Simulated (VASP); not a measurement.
Write the native input for VASP 6.6.1 that does the following.

```yaml
Task: density of states
Functional: PBE
Potentials_or_basis: VASP PAW PBE potentials, release 64 (Sr_sv, O)
Cutoff: 520 eV
k_mesh: 6 × 6 × 6
Occupations: gaussian, width 0.02 eV
Spin: no spin polarisation
Dipole_correction: no
k_mesh_for_the_DOS: 9 × 9 × 9
Occupations_for_the_DOS: tetrahedron
Further_INCAR_settings: ALGO = Normal; EDIFF = 1e-06; NBANDS = 38
```

Crystal: Sr4O3.

```
Sr O
1.0
     5.72078    0.00000    0.00000
     0.00000    5.72078    0.00000
     0.00000    0.00000    5.72078
Sr O
4 3
Direct
  0.76315 0.76315 0.76315
  0.23685 0.23685 0.76315
  0.23685 0.76315 0.23685
  0.76315 0.23685 0.23685
  0.00000 0.00000 0.50000
  0.50000 0.00000 0.00000
  0.00000 0.50000 0.00000
```

These files were run (other wordings do the same):

POSCAR

```
Sr4O3
1.0
    5.7207819770      0.0000000000      0.0000000000
    0.0000000000      5.7207819770      0.0000000000
    0.0000000000      0.0000000000      5.7207819770
Sr O
4 3
Direct
    0.7631522987      0.7631522987      0.7631522987
    0.2368477013      0.2368477013      0.7631522987
    0.2368477013      0.7631522987      0.2368477013
    0.7631522987      0.2368477013      0.2368477013
    0.0000000000      0.0000000000      0.5000000000
    0.5000000000      0.0000000000      0.0000000000
    0.0000000000      0.5000000000      0.0000000000
```

INCAR.step1

```
SYSTEM = Sr4O3
  PREC = Accurate
  ENCUT = 520
  EDIFF = 1E-6
  ISMEAR = 0
  SIGMA = 0.02
  LREAL = .False.
  LASPH = .True.
  NELM = 100
  ALGO = Normal
  ISIF = 2
  LWAVE = .False.
  LCHARG = .True.
  GGA = PE
  NBANDS = 38
```

KPOINTS.step1

```
regular mesh
0
Gamma
  6 6 6
  0 0 0
```

INCAR.step2

```
SYSTEM = Sr4O3
  PREC = Accurate
  ENCUT = 520
  EDIFF = 1E-6
  ISMEAR = -5
  SIGMA = 0.02
  LREAL = .False.
  LASPH = .True.
  NELM = 100
  ALGO = Normal
  ISIF = 2
  LWAVE = .False.
  LCHARG = .False.
  GGA = PE
  LORBIT = 10
  NBANDS = 38
  NEDOS = 2001
  ICHARG = 11
```

KPOINTS.step2

```
regular mesh
0
Gamma
  9 9 9
  0 0 0
```

Potentials or basis: VASP PAW PBE potentials, release 64 (Sr_sv, O).

Launch:

```console
$ cat potpaw_PBE.64/Sr_sv/POTCAR potpaw_PBE.64/O/POTCAR > POTCAR
$ cp INCAR.step1 INCAR
$ cp KPOINTS.step1 KPOINTS
$ mpirun -np 1 vasp_std > vasp.out
$ cp INCAR.step2 INCAR
$ cp KPOINTS.step2 KPOINTS
$ mpirun -np 1 vasp_std > vasp.out
```

It gave:

```json
{
  "Valence electrons inside the program's atomic spheres": "Sr 8.05; O 4.96"
}
```

Run time: 5.2 min on 1 thread of Intel Xeon 6975P-C, on a shared host, peak memory 0.42 GiB.
